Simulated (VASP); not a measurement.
# Cs2AgBiBr6 (Fm-3m) in VASP: a series of runs

Aim: see how the results for Cs2AgBiBr6 move with the level of theory and the settings. Levels: LDA+U, LDA, PBE. Tasks: single point.

All numbers are computed with VASP 6.6.1; they aren't measurements. Logs are shortened: lines on timing, memory, paths and dates and some standing lists are left out, and cuts for length are marked.

### Step 1. The cell of the first run

It takes space group Fm-3m (No. 225, cubic). Conventional cell: a = 11.232 Å, b = 11.232 Å, c = 11.232 Å, α = 90.00°, β = 90.00°, γ = 90.00°. Bi (site symmetry m-3m) has 6 Br at 2.81 Å within 3.7 Å. Cs (site symmetry -43m) has 12 Br at 3.97 Å and 4 Bi at 4.86 Å and 4 Ag at 4.86 Å within 5.2 Å. Within 3.7 Å of Ag (site symmetry m-3m) lie 6 Br at 2.80 Å. Br (site symmetry 4mm) has 1 Ag at 2.80 Å and 1 Bi at 2.81 Å within 3.7 Å.

### Step 2. Single point, LDA+U

File INCAR:

```
SYSTEM = Cs2AgBiBr6
PREC     = Accurate       ! precision mode
ENCUT    = 520            ! plane-wave cutoff, eV
EDIFF    = 1E-7           ! SCF threshold, eV
ISMEAR   = -1             ! smearing method
SIGMA    = 0.05           ! smearing width, eV
LREAL    = .FALSE.        ! projectors in reciprocal space
LASPH    = .TRUE.         ! aspherical terms in the spheres
NELM     = 150            ! most SCF steps
ALGO     = Normal         ! electronic algorithm
ISIF     = 2              ! what is computed and relaxed
LWAVE    = .FALSE.        ! write WAVECAR
LCHARG   = .FALSE.        ! write CHGCAR
LMAXMIX  = 4              ! l up to which the mixer works
LDAU     = .TRUE.         ! DFT+U
LDAUTYPE = 2            
LDAUL    = -1 -1 2 -1     ! shell
LDAUU    = 0 0 5 0        ! U, eV
LDAUJ    = 0 0 0 0      
LDAUPRINT= 1            
GGA      = CA             ! functional
NBANDS   = 54             ! bands
```

File KPOINTS:

```
regular mesh
0
G
  4 4 4
  0 0 0
```

File POSCAR:

```
Cs2AgBiBr6
1.0
    0.0000000000      5.6161000000      5.6161000000
    5.6161000000      0.0000000000      5.6161000000
    5.6161000000      5.6161000000      0.0000000000
Bi Cs Ag Br
1 2 1 6
Direct
    0.0000000000      0.0000000000      0.0000000000
    0.7500000000      0.7500000000      0.7500000000
    0.2500000000      0.2500000000      0.2500000000
    0.5000000000      0.5000000000      0.5000000000
    0.7494500000      0.7494500000      0.2505500000
    0.2505500000      0.2505500000      0.7494500000
    0.7494500000      0.2505500000      0.2505500000
    0.7494500000      0.2505500000      0.7494500000
    0.2505500000      0.7494500000      0.7494500000
    0.2505500000      0.7494500000      0.2505500000
```

Potentials or basis: VASP PAW LDA potentials, release 64 (Bi_d, Cs_sv, Ag, Br).

The run is started by

```console
cat potpaw_LDA.64/Bi_d/POTCAR potpaw_LDA.64/Cs_sv/POTCAR potpaw_LDA.64/Ag/POTCAR potpaw_LDA.64/Br/POTCAR > POTCAR
mpirun -np 1 vasp_std > vasp.out
```

OUTCAR:

```text
SYSTEM = Cs2AgBiBr6
   PREC = Accurate
   ENCUT = 520
   EDIFF = 1E-7
   ISMEAR = -1
   LREAL = .FALSE.
   LASPH = .TRUE.
   NELM = 150
   ISIF = 2
   GGA = CA

 ion  position               nearest neighbor table
   1  0.000  0.000  0.000-   5 2.81   6 2.81   7 2.81   8 2.81   9 2.81  10 2.81
   2  0.750  0.750  0.750-
   3  0.250  0.250  0.250-
   4  0.500  0.500  0.500-   5 2.80   6 2.80   7 2.80   8 2.80   9 2.80  10 2.80
   5  0.749  0.749  0.251-   4 2.80   1 2.81
   6  0.251  0.251  0.749-   4 2.80   1 2.81
   7  0.749  0.251  0.251-   4 2.80   1 2.81
   8  0.749  0.251  0.749-   4 2.80   1 2.81
   9  0.251  0.749  0.749-   4 2.80   1 2.81
  10  0.251  0.749  0.251-   4 2.80   1 2.81

  LATTYP: Found a face centered cubic cell.
 ALAT       =    11.2322000000

  Lattice vectors:

 A1 = (   0.0000000000,   5.6161000000,   5.6161000000)
 A2 = (   5.6161000000,   0.0000000000,   5.6161000000)
 A3 = (   5.6161000000,   5.6161000000,   0.0000000000)

Analysis of symmetry for initial positions (statically):
=====================================================================
 Subroutine PRICEL returns:
 Original cell was already a primitive cell.

 Routine SETGRP: Setting up the symmetry group for a
 face centered cubic supercell.

 Subroutine GETGRP returns: Found 48 space group operations
 (whereof 48 operations were pure point group operations)
 out of a pool of 48 trial point group operations.

The static configuration has the point symmetry O_h .

Analysis of symmetry for dynamics (positions and initial velocities):
=====================================================================
 Subroutine PRICEL returns:
 Original cell was already a primitive cell.

 Routine SETGRP: Setting up the symmetry group for a
 face centered cubic supercell.

 Subroutine GETGRP returns: Found 48 space group operations
 (whereof 48 operations were pure point group operations)
 out of a pool of 48 trial point group operations.

The dynamic configuration has the point symmetry O_h .

 Subroutine INISYM returns: Found 48 space group operations
 (whereof 48 operations are pure point group operations),
 and found     1 'primitive' translations

----------------------------------------------------------------------------------------

                                     Primitive cell

  volume of cell :     354.2701

  direct lattice vectors                    reciprocal lattice vectors
     0.000000000  5.616100000  5.616100000    -0.089029754  0.089029754  0.089029754
     5.616100000  0.000000000  5.616100000     0.089029754 -0.089029754  0.089029754
     5.616100000  5.616100000  0.000000000     0.089029754  0.089029754 -0.089029754

  length of vectors
     7.942364788  7.942364788  7.942364788     0.154204057  0.154204057  0.154204057

  position of ions in fractional coordinates (direct lattice)
     0.000000000  0.000000000  0.000000000
     0.750000000  0.750000000  0.750000000
     0.250000000  0.250000000  0.250000000
     0.500000000  0.500000000  0.500000000
     0.749450000  0.749450000  0.250550000
     0.250550000  0.250550000  0.749450000
     0.749450000  0.250550000  0.250550000
     0.749450000  0.250550000  0.749450000
     0.250550000  0.749450000  0.749450000
     0.250550000  0.749450000  0.250550000

  ion indices of the primitive-cell ions
   primitive index   ion index
                 1           1
                 2           2
                 3           3
                 4           4
                 5           5
                 6           6
                 7           7
                 8           8
[... 51 lines left out ...]
   ISPIN  =      1    spin polarized calculation?
   LNONCOLLINEAR =      F non collinear calculations
   LSORBIT =      F    spin-orbit coupling
   LASPH  =      T    aspherical Exc in radial PAW
   ENCUT  =  520.0 eV  38.22 Ry    6.18 a.u.  14.77 14.77 14.77*2*pi/ulx,y,z
   NELM   =    150;   NELMIN=  2; NELMDL= -5     # of ELM steps
   EDIFF  = 0.1E-06   stopping-criterion for ELM
   LREAL  =      F    real-space projection
   EDIFFG = 0.1E-05   stopping-criterion for IOM
   NSW    =      0    number of steps for IOM
   IBRION =     -1    ionic relax: 0-MD 1-quasi-New 2-CG
   NFREE  =      0    steps in history (QN), initial steepest desc. (CG)
   ISIF   =      2    stress and relaxation
   ISYM   =      2    0-nonsym 1-usesym 2-fastsym
   POTIM  = 0.5000    time-step for ionic-motion
   TEBEG  =    0.0;   TEEND  =   0.0 temperature during run
   PSTRESS=    0.0 pullay stress
   NELECT =      86.0000    total number of electrons
   NUPDOWN=      -1.0000    fix difference up-down
   EMIN   =  10.00;   EMAX   =-10.00  energy-range for DOS
   EFERMI =   0.00;   METHOD = LEGACY
   ISMEAR =    -1;   SIGMA  =   0.05  broadening in eV -4-tet -1-fermi 0-gaus
   EFERMI_NEDOS =   21; number of points for ismear=-14 and -15
   IALGO  =     38    algorithm
   IMIX   =      4    mixing-type and parameters
     AMIX     =   0.40;   BMIX     =  1.00
     AMIX_MAG =   1.60;   BMIX_MAG =  1.00
  volume/ion in A,a.u.               =      35.43       239.07
  Fermi-wavevector in a.u.,A,eV,Ry     =   1.021244  1.929871 14.190049  1.042939
  Thomas-Fermi vector in A             =   2.154858
   LORBIT       =      0    0 simple, 1 ext, 2 COOP (PROOUT), +10 PAW based schemes
 LDA+U is selected, type is set to LDAUTYPE =  2
   angular momentum for each species LDAUL =    -1   -1    2   -1
   U (eV)           for each species LDAUU =   0.0  0.0  5.0  0.0
   J (eV)           for each species LDAUJ =   0.0  0.0  0.0  0.0
   GGA     = CA    functional components
   LHFCALC =     F    Hartree Fock is set to
   AEXX    =    0.0000 exact exchange contribution
   IVDW    =     0    specifies the selected vdW correction
   LEPSILON=     F    determine dielectric tensor
   LRPA    =     F    only Hartree local field effects (RPA)
 non-spin polarized calculation
  energy-cutoff  :      520.00
  volume of cell :      354.27
 maximum number of plane-waves:      9577
   NGX = 29   NGY = 29   NGZ = 29

atom =   4  type =  3  l = 2

 onsite density matrix

spin component  1

  0.9522  0.0000 -0.0000  0.0000  0.0000
  0.0000  0.9522 -0.0000 -0.0000  0.0000
 -0.0000 -0.0000  0.9608 -0.0000  0.0000
  0.0000 -0.0000 -0.0000  0.9522 -0.0000
  0.0000  0.0000  0.0000 -0.0000  0.9608

spin component  2

  0.9522  0.0000 -0.0000  0.0000  0.0000
  0.0000  0.9522 -0.0000 -0.0000  0.0000
 -0.0000 -0.0000  0.9608 -0.0000  0.0000
  0.0000 -0.0000 -0.0000  0.9522 -0.0000
  0.0000  0.0000  0.0000 -0.0000  0.9608

 occupancies and eigenvectors

  o =  0.9522  v =  1.0000  0.0000  0.0000  0.0000  0.0000  0.0000  0.0000  0.0000  0.0000  0.0000      0.0000  0.0000  0.0000  0.0000  0.0000  0.0000  0.0000  0.0000  0.0000  0.0000
  o =  0.9522  v =  0.0000  0.0000  0.0000  0.0000  0.0000  1.0000  0.0000  0.0000  0.0000  0.0000      0.0000  0.0000  0.0000  0.0000  0.0000  0.0000  0.0000  0.0000  0.0000  0.0000
  o =  0.9522  v =  0.0000  0.9775 -0.0000  0.2108  0.0000  0.0000  0.0000  0.0000  0.0000  0.0000      0.0000  0.0000  0.0000  0.0000  0.0000  0.0000  0.0000  0.0000  0.0000  0.0000
  o =  0.9522  v =  0.0000  0.0000  0.0000  0.0000  0.0000  0.0000  0.9775 -0.0000  0.2108  0.0000      0.0000  0.0000  0.0000  0.0000  0.0000  0.0000  0.0000  0.0000  0.0000  0.0000
  o =  0.9522  v =  0.0000 -0.2108  0.0000  0.9775 -0.0000  0.0000  0.0000  0.0000  0.0000  0.0000      0.0000  0.0000  0.0000  0.0000  0.0000  0.0000  0.0000  0.0000  0.0000  0.0000
  o =  0.9522  v =  0.0000  0.0000  0.0000  0.0000  0.0000  0.0000 -0.2108  0.0000  0.9775 -0.0000      0.0000  0.0000  0.0000  0.0000  0.0000  0.0000  0.0000  0.0000  0.0000  0.0000
  o =  0.9608  v =  0.0000  0.0000  0.0000  0.0000  0.0000  0.0000 -0.0000 -1.0000  0.0000  0.0012      0.0000  0.0000  0.0000  0.0000  0.0000  0.0000  0.0000  0.0000  0.0000  0.0000
  o =  0.9608  v =  0.0000 -0.0000 -1.0000  0.0000  0.0012  0.0000  0.0000  0.0000  0.0000  0.0000      0.0000  0.0000  0.0000  0.0000  0.0000  0.0000  0.0000  0.0000  0.0000  0.0000
  o =  0.9608  v =  0.0000  0.0000  0.0000  0.0000  0.0000  0.0000 -0.0000  0.0012  0.0000  1.0000      0.0000  0.0000  0.0000  0.0000  0.0000  0.0000  0.0000  0.0000  0.0000  0.0000
  o =  0.9608  v =  0.0000 -0.0000  0.0012  0.0000  1.0000  0.0000  0.0000  0.0000  0.0000  0.0000      0.0000  0.0000  0.0000  0.0000  0.0000  0.0000  0.0000  0.0000  0.0000  0.0000

 number of electron      86.0000013 magnetization

 Free energy of the ion-electron system (eV)
  ---------------------------------------------------
  ext. energy  EPLUGINS =         0.00000000
  ---------------------------------------------------
  free energy    TOTEN  =       -32.85847447 eV

  energy without entropy =      -32.85847441  energy(sigma->0) =      -32.85847444

 E-fermi :   1.7055     XC(G=0):  -8.5626

 val. band max:        0.9581975704   @ k =   0.5000   0.5000   0.0000
 cond. band min:       2.4537498835   @ k =   0.5000   0.0000   0.0000
 fundamental gap:      1.4955523131
 Fermi energy:         1.7054739190

 k-point     1 :       0.0000    0.0000    0.0000
  band No.  band energies     occupation
      1     -21.8150      2.00000
      2     -21.8150      2.00000
      3     -21.7654      2.00000
      4     -21.7654      2.00000
      5     -21.7654      2.00000
      6     -19.4239      2.00000
[... 445 lines left out ...]
     53       7.0951      0.00000
     54       7.4164      0.00000

------------------------ aborting loop because EDIFF is reached ----------------------------------------

  FORCE on cell =-STRESS in cart. coord.  units (eV):
  Direction    XX          YY          ZZ          XY          YZ          ZX
  --------------------------------------------------------------------------------------
  -------------------------------------------------------------------------------------
  Total       -3.2086788     -3.2086788     -3.2086788      0.0000000     -0.0000000      0.0000000
  in kB      -14.5111670    -14.5111670    -14.5111670      0.0000000     -0.0000000      0.0000000
  external PRESSURE =     -14.5111670 kB  Pullay stress =       0.0000000 kB

 VOLUME and BASIS-vectors are now :
 -----------------------------------------------------------------------------
  energy-cutoff  :      520.00
  volume of cell :      354.27
      direct lattice vectors                 reciprocal lattice vectors
     0.000000000  5.616100000  5.616100000    -0.089029754  0.089029754  0.089029754
     5.616100000  0.000000000  5.616100000     0.089029754 -0.089029754  0.089029754
     5.616100000  5.616100000  0.000000000     0.089029754  0.089029754 -0.089029754

 POSITION                                       TOTAL-FORCE (eV/Angst)
 -----------------------------------------------------------------------------------
      0.00000      0.00000      0.00000        -0.000000      0.000000      0.000000
      8.42415      8.42415      8.42415        -0.000000     -0.000000      0.000000
      2.80805      2.80805      2.80805        -0.000000     -0.000000      0.000000
      5.61610      5.61610      5.61610        -0.000000      0.000000      0.000000
      5.61610      5.61610      8.41797        -0.000000      0.000000     -0.308667
      5.61610      5.61610      2.81423        -0.000000      0.000000      0.308667
      2.81423      5.61610      5.61610         0.308667      0.000000      0.000000
      5.61610      8.41797      5.61610        -0.000000     -0.308667      0.000000
      8.41797      5.61610      5.61610        -0.308667      0.000000      0.000000
      5.61610      2.81423      5.61610        -0.000000      0.308667      0.000000
 -----------------------------------------------------------------------------------
    total drift:                                0.000000      0.000000     -0.000000

  FREE ENERGIE OF THE ION-ELECTRON SYSTEM (eV)
  ---------------------------------------------------
  free  energy   TOTEN  =       -32.8584744694 eV

  energy  without entropy=      -32.8584744053  energy(sigma->0) =      -32.85847444
```

Run time: 3 min. Hardware: 1 thread of Intel Xeon Platinum 8259CL at 2.50GHz (Skylake/Cascade Lake), shared host; peak memory 0.47 GiB.

Results:

```yaml
Free_energy: -32.8585 eV
Pressure: -1.5 GPa
Largest_force: 0.309 eV/Å
Band_gap_on_the_k_mesh: 1.50 eV, indirect (least direct gap 2.56 eV)
```

Forces on the atoms (eV/Å):
```
Bi   0.000  0.000  0.000
Cs   0.000  0.000  0.000
Cs   0.000  0.000  0.000
Ag   0.000  0.000  0.000
Br   0.000  0.000 -0.309
Br   0.000  0.000  0.309
Br   0.309  0.000  0.000
Br   0.000 -0.309  0.000
Br  -0.309  0.000  0.000
Br   0.000  0.309  0.000
```

Eigenvalues of the final occupation matrices:
| site | spin | trace | eigenvalues |
| --- | --- | --- | --- |
| site 4 d | 1 | 4.78 | 0.95 0.95 0.95 0.96 0.96 |
| site 4 d | 2 | 4.78 | 0.95 0.95 0.95 0.96 0.96 |

Caveat: spin-orbit coupling is left out, which moves the levels of the heavy elements. A k mesh can miss the band edges.

### Step 3. Single point, LDA+U

File INCAR:

```
SYSTEM = Cs2AgBiBr6
ALGO = Normal ; EDIFF = 1E-6
ENCUT = 520 ; GGA = CA
ISIF = 2 ; ISMEAR = -1
LASPH = .TRUE. ; LCHARG = .TRUE.
LDAU = .TRUE. ; LDAUJ = 0 0 0 0
LDAUL = -1 -1 2 -1 ; LDAUPRINT = 1
LDAUTYPE = 2 ; LDAUU = 0 0 6 0
LELF = .TRUE. ; LMAXMIX = 4
LREAL = .FALSE. ; LVHAR = .TRUE.
LWAVE = .FALSE. ; NBANDS = 54
NELM = 150 ; PREC = Accurate
SIGMA = 0.05
```

File KPOINTS:

```
k-points
0
G
  4 4 4
  0 0 0
```

POSCAR is that of step 2.

Potentials or basis: VASP PAW LDA potentials, release 64 (Bi_d, Cs_sv, Ag, Br).

The run is started by

```console
cat potpaw_LDA.64/Bi_d/POTCAR potpaw_LDA.64/Cs_sv/POTCAR potpaw_LDA.64/Ag/POTCAR potpaw_LDA.64/Br/POTCAR > POTCAR
mpirun -np 1 vasp_std > vasp.out
```

Run time: 2.9 min. Hardware: 1 thread of Intel Xeon Platinum 8259CL at 2.50GHz (Skylake/Cascade Lake), shared host; peak memory 0.47 GiB.

It converged, with:

| Property | Result |
| --- | --- |
| Free energy | -32.6572 eV |
| Pressure | -1.5 GPa |
| Largest force | 0.308 eV/Å |
| Band gap on the k mesh | 1.56 eV, indirect (least direct gap 2.57 eV) |

Forces in eV/Å, atoms in the order of the input:
```
Bi   0.000  0.000  0.000
Cs   0.000  0.000  0.000
Cs   0.000  0.000  0.000
Ag   0.000  0.000  0.000
Br   0.000  0.000 -0.308
Br   0.000  0.000  0.308
Br   0.308  0.000  0.000
Br   0.000 -0.308  0.000
Br  -0.308  0.000  0.000
Br   0.000  0.308  0.000
```

Levels at points of the mesh, in eV from the valence-band top:
```csv
k point,band 40,band 41,band 42,band 43,band 44,band 45,band 46,band 47
"(0.00, 0.00, 0.00)",-0.85,-0.82,-0.82,-0.82,2.56,2.56,2.56,3.65
"(0.50, 0.00, 0.00)",-1.13,-1.07,-1.07,-1.01,1.56,3.90,3.90,5.01
"(0.50, 0.50, 0.00)",-1.42,-0.86,-0.84,0.00,3.09,3.09,3.47,4.76
```

Eigenvalues of the final occupation matrices:
| site | spin | trace | eigenvalues |
| --- | --- | --- | --- |
| site 4 d | 1 | 4.80 | 0.96 0.96 0.96 0.97 0.97 |
| site 4 d | 2 | 4.80 | 0.96 0.96 0.96 0.97 0.97 |

Caveat: spin-orbit coupling is left out, which moves the levels of the heavy elements.

### Step 4. Single point, LDA

File INCAR:

```
SYSTEM = Cs2AgBiBr6
  PREC = Accurate
  ENCUT = 520
  EDIFF = 1E-6
  ISMEAR = -1
  SIGMA = 0.05
  LREAL = .False.
  LASPH = .True.
  NELM = 60
  ALGO = Normal
  ISIF = 2
  LWAVE = .False.
  LCHARG = .False.
  GGA = CA
  NBANDS = 54
```

File KPOINTS:

```
regular mesh
0
Gamma
  4 4 4
  0 0 0
```

POSCAR is that of step 3.

The run is started by

```console
cat potpaw_LDA.64/Bi_d/POTCAR potpaw_LDA.64/Cs_sv/POTCAR potpaw_LDA.64/Ag/POTCAR potpaw_LDA.64/Br/POTCAR > POTCAR
mpirun -np 1 vasp_std > vasp.out
```

It took 3.6 min on 1 thread of AMD EPYC 7R43 (Zen 3), shared host; peak memory 0.43 GiB.

It converged, with:

```
Free energy            : -34.1716 eV
Pressure               : -1.4 GPa
Largest force          : 0.340 eV/Å
Band gap on the k mesh : 1.11 eV, indirect (least direct gap 2.34 eV)
```

Forces in eV/Å, atoms in the order of the input:
```
Bi   0.000  0.000  0.000
Cs   0.000  0.000  0.000
Cs   0.000  0.000  0.000
Ag   0.000  0.000  0.000
Br   0.000  0.000 -0.340
Br   0.000  0.000  0.340
Br   0.340  0.000  0.000
Br   0.000 -0.340  0.000
Br  -0.340  0.000  0.000
Br   0.000  0.340  0.000
```

Levels at points of the mesh, in eV from the valence-band top:
```
           k point  band 39  band 40  band 41  band 42  band 43  band 44  band 45  band 46  band 47  band 48
(0.00, 0.00, 0.00)    -1.18    -1.18    -1.18    -0.69    -0.69     2.17     2.17     2.17     3.28     4.26
(0.50, 0.00, 0.00)    -1.50    -1.50    -1.40    -1.26    -1.26     1.11     3.63     3.63     4.64     4.80
(0.50, 0.50, 0.00)    -1.56    -1.56    -1.20    -0.70     0.00     2.71     2.71     3.10     4.18     4.99
```

Caveat: spin-orbit coupling is left out, which moves the levels of the heavy elements.

[end of part 1 of 2]
